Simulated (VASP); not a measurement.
**Be: single point with r2SCAN**

Crystal: Be.

```
Be
1.0
     0.00000    1.57974    1.57974
     1.57974    0.00000    1.57974
     1.57974    1.57974    0.00000
Be
1
Direct
  0.00000 0.00000 0.00000
```

This isn't the form of Be at room conditions, which is hcp.

* Program: VASP 6.6.1
* Task: single point
* Functional: r2SCAN
* Potentials or basis: VASP PAW PBE potentials, release 64 (Be)
* Cutoff: 520 eV
* k mesh: 28 × 28 × 28
* Occupations: fermi-dirac, width 0.1 eV
* Spin: no spin polarisation
* Dipole correction: no
* Further INCAR settings: ALGO = Normal; EDIFF = 1e-06; NBANDS = 7

```json
{
  "Pressure": "0.2 GPa",
  "Band gap on the k mesh": "zero (bands 1 and 2 overlap by 1.33 eV)"
}
```

Levels at points of the mesh, in eV from the Fermi level:
| k point | band 1 | band 2 | band 3 | band 4 | band 5 | band 6 |
| --- | --- | --- | --- | --- | --- | --- |
| (0.00, 0.00, 0.00) | -12.72 | 21.13 | 21.13 | 21.13 | 30.57 | 30.57 |
| (0.50, 0.00, 0.00) | -5.60 | -0.04 | 17.96 | 17.96 | 27.56 | 27.56 |
| (0.50, 0.50, 0.00) | -2.73 | 3.92 | 10.39 | 10.39 | 15.83 | 24.26 |

Run time: 2.4 min on 1 thread of AMD EPYC 7R13 (shared host), peak memory 0.11 GiB.

Caveat: the PAW data sets were made with another functional, which shifts forces and pressure a little.
